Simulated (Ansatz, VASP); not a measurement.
## Ni2Os: VASP beside Ansatz

```xyz
3
Lattice="4.0587 0.0000 0.0000 -2.0293 3.5149 0.0000 0.0000 0.0000 2.5198" Properties=species:S:1:pos:R:3 pbc="T T T"
Ni    0.0000    2.3433    1.2599
Ni    2.0293    1.1716    1.2599
Os    0.0000    0.0000    0.0000
```

Alike in both runs: functional PBE; k mesh 12 × 12 × 18; occupations gaussian, width 0.1 eV; no spin polarisation.

Ansatz relaxed the structure, and its values are those at the end. VASP's run is a single point on that final structure, the one shown.

|  | VASP | Ansatz |
| --- | --- | --- |
| version | VASP 6.6.1 | Ansatz 0.2.0 |
| potentials or method | VASP PAW PBE potentials, release 64 (Ni, Os), cutoff 520 eV | scalar-relativistic, plane waves, PAW |
| valence electrons in the cell | 28 | 52 |

Ansatz gave:

- gap on the k mesh at the Fermi level (eV): none
- pressure (GPa): 0.0

Question: What did VASP give for the same quantities?

Answer: gap on the k mesh at the Fermi level (eV): none; pressure (GPa): -0.2.

A gap of «none» marks a metal or a gap that the smearing closes. The functional is the same, so the differences come from potentials, cutoffs and numerics. VASP's potentials hold 28 valence electrons a cell and Ansatz's 52, so a difference there can come from the potentials and not from the codes.

Spin-orbit coupling is off throughout.
